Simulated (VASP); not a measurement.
**SrCl2: single point with r2SCAN**

SrCl2:

```xyz
3
Lattice="2.4567 1.4184 4.0153 -2.4567 1.4184 4.0153 0.0000 -2.8368 4.0153" Properties=species:S:1:pos:R:3 pbc="T T T"
Sr    0.0000    0.0000    0.0000
Cl    0.0000    0.0000    3.0109
Cl    0.0000    0.0000    9.0350
```

| Item | Value |
| --- | --- |
| Program | VASP 6.6.1 |
| Task | single point |
| Functional | r2SCAN |
| Potentials or basis | VASP PAW PBE potentials, release 64 (Sr_sv, Cl) |
| Cutoff | 550 eV |
| k mesh | 4 × 4 × 4 |
| Occupations | fermi-dirac, width 0.05 eV |
| Spin | no spin polarisation |

The pressure is 0.8 GPa and the band gap on the k mesh is 5.98 eV.

Levels at points of the mesh, in eV from the valence-band top:
```tsv
k point	band 9	band 10	band 11	band 12	band 13	band 14	band 15	band 16
(0.00, 0.00, 0.00)	-2.19	-0.35	-0.35	-0.35	6.01	6.68	6.68	9.64
(0.50, 0.00, 0.00)	-1.51	-1.37	-1.08	-1.08	7.30	7.31	8.25	8.30
(0.50, 0.50, 0.00)	-1.95	-0.41	-0.41	0.00	5.98	7.82	8.25	8.74
(0.50, 0.50, 0.50)	-1.50	-1.37	-1.08	-1.08	7.30	7.30	8.24	8.29
```

It took 3.8 min on 1 thread of AMD EPYC 7571 (shared host), peak memory 0.22 GiB.

Caveat: the PAW data sets were made with another functional, which shifts forces and pressure a little. A k mesh can miss the band edges.
